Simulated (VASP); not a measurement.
Set up this calculation in VASP 6.6.1, as the native input.

```yaml
Task: relaxation of cell and atoms
Functional: revPBE
Potentials_or_basis: VASP PAW PBE potentials, release 64 (Pt)
Cutoff: 600 eV
k_mesh: 7 × 7 × 7
Occupations: gaussian, width 0.1 eV
Spin: no spin polarisation
Target_pressure: 20 GPa
Dipole_correction: no
Further_INCAR_settings: ALGO = Normal; EDIFF = 1e-06; IBRION = 2; EDIFFG = -0.03; NSW = 80; ISIF = 3
```

The structure of Pt lies in POSCAR:

```
Pt
1.0
    2.5500000000      0.0000000000      0.0000000000
    0.0000000000      2.5500000000      0.0000000000
    0.0000000000      0.0000000000      2.5500000000
Pt
1
Direct
    0.0000000000      0.0000000000      0.0000000000
```

These files were run (other wordings do the same):

INCAR

```
SYSTEM = Pt
PREC = Accurate ; ENCUT = 600
EDIFF = 1E-6 ; ISMEAR = 0
SIGMA = 0.1 ; LREAL = .FALSE.
LASPH = .TRUE. ; NELM = 100
ALGO = Normal ; ISIF = 3
LWAVE = .FALSE. ; LCHARG = .FALSE.
GGA = RE ; IBRION = 2
NSW = 80 ; EDIFFG = -0.03
PSTRESS = 200.0
```

KPOINTS

```
Automatic mesh
0
G
  7 7 7
  0 0 0
```

Potentials or basis: VASP PAW PBE potentials, release 64 (Pt).

Run with:

```bash
$ cat potpaw_PBE.64/Pt/POTCAR > POTCAR
$ mpirun -np 1 vasp_std > vasp.out
```

Results of the run:

```
Relaxed volume                                         : 16.71 Å³/atom
Relaxed cell                                           : a = 2.557 Å, b = 2.557 Å, c = 2.557 Å, α = 90.00°, β = 90.00°, γ = 90.00°
Space group after relaxing (to 0.05 Å)                 : Pm-3m (No. 221)
Energy change on relaxing (the enthalpy is what falls) : -16.8 meV/atom
Ionic steps                                            : 3
Pressure after relaxing                                : 20.0 GPa
Band gap on the k mesh                                 : zero (band 5 reaches 11.07 eV, above the bottom of band 6 at 8.66 eV)
```

Caveat: the cell is relaxed towards a set pressure, so the enthalpy falls and the energy may rise; the PAW data sets were made with another functional, which shifts forces and pressure a little; spin-orbit coupling is left out, which moves the levels of the heavy elements.

It took 6.1 s on 1 thread of Intel Xeon 6975P-C (shared host), peak memory 0.13 GiB.
